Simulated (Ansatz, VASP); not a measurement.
Mg in VASP and in Ansatz

File INCAR:

```
AGGAC = 1.0
AGGAX = 1.0
ALDAC = 0.0
ALDAX = 1.0
ALGO = Normal
EDIFF = 1E-6
ENCUT = 520
GGA = B5
ISIF = 2
ISMEAR = -1
LASPH = T
LCHARG = F
LREAL = F
LWAVE = F
NBANDS = 12
NELM = 60
PREC = Accurate
SIGMA = 0.05
```

KPOINTS

```
k-points
0
Gamma
  10 10 3
```

POSCAR

```
Mg
1.0
    3.1768261656      0.0000000000      0.0000000000
   -1.5884130828      2.7512121628      0.0000000000
    0.0000000000      0.0000000000     10.3188620100
Mg
4
Direct
    0.6666666667      0.3333333333      0.7500000000
    0.0000000000      0.0000000000      0.5000000000
    0.3333333333      0.6666666667      0.2500000000
    0.0000000000      0.0000000000      0.0000000000
```

input.yaml

```yaml
crystal:
  lattice:
    - [3.1768261656, 0.0, 0.0]
    - [-1.5884130828, 2.7512121628, 0.0]
    - [0.0, 0.0, 10.31886201]
  atoms:
    - { symbol: Mg, position: [0.6666666667, 0.3333333333, 0.75] }
    - { symbol: Mg, position: [0.0, 0.0, 0.5] }
    - { symbol: Mg, position: [0.3333333333, 0.6666666667, 0.25] }
    - { symbol: Mg, position: [0.0, 0.0, 0.0] }
hamiltonian:
  xc: blyp
  pseudopotentials: { kind: paw }
kpoints:
  mp_grid: { grid: [10, 10, 3] }
  band_path:
    path:
      - [[0.0, 0.0, 0.0], [0.5, 0.0, 0.0], [0.3333333333, 0.3333333333, 0.0], [0.0, 0.0, 0.0], [0.0, 0.0, 0.5], [0.5, 0.0, 0.5], [0.3333333333, 0.3333333333, 0.5], [0.0, 0.0, 0.5]]
      - [[0.5, 0.0, 0.5], [0.5, 0.0, 0.0]]
      - [[0.3333333333, 0.3333333333, 0.0], [0.3333333333, 0.3333333333, 0.5]]
    npoints: 14
scf:
  occupations: { method: fermi_dirac, width: 0.05 }
  n_extra_bands: 10
output:
  forces: true
  stress: true
  eigenvalues: true
  fatbands: false
  write_density: true
  write_potential: true
  elf: true
  volumetric_format: npy
```

Alike in both runs: functional BLYP; k mesh 10 × 10 × 3; occupations fermi-dirac, width 0.05 eV; no spin polarisation.

|  | VASP | Ansatz |
| --- | --- | --- |
| version | VASP 6.6.1 | Ansatz 0.2.0 |
| potentials or method | VASP PAW PBE potentials, release 64 (Mg) | Ansatz PAW |
| plane-wave cutoff (eV) | 520 | 420 |
| valence electrons in the cell | 8 | 40 |
| task | single point | band structure |

|  | VASP | Ansatz | Ansatz less VASP |
| --- | --- | --- | --- |
| gap on the k mesh at the Fermi level (eV) | none | none | - |
| pressure (GPa) | 1.6 | 1.6 | +0.04 |
| traceless stress, the component that is largest in VASP (GPa) | 0.75 | 0.75 | +0.003 |

VASP's potentials were made for PBE, not for BLYP. A gap of «none» marks a metal or a gap that the smearing closes. VASP's potentials hold 8 valence electrons a cell and Ansatz's 40, so a difference there can come from the potentials and not from the codes.
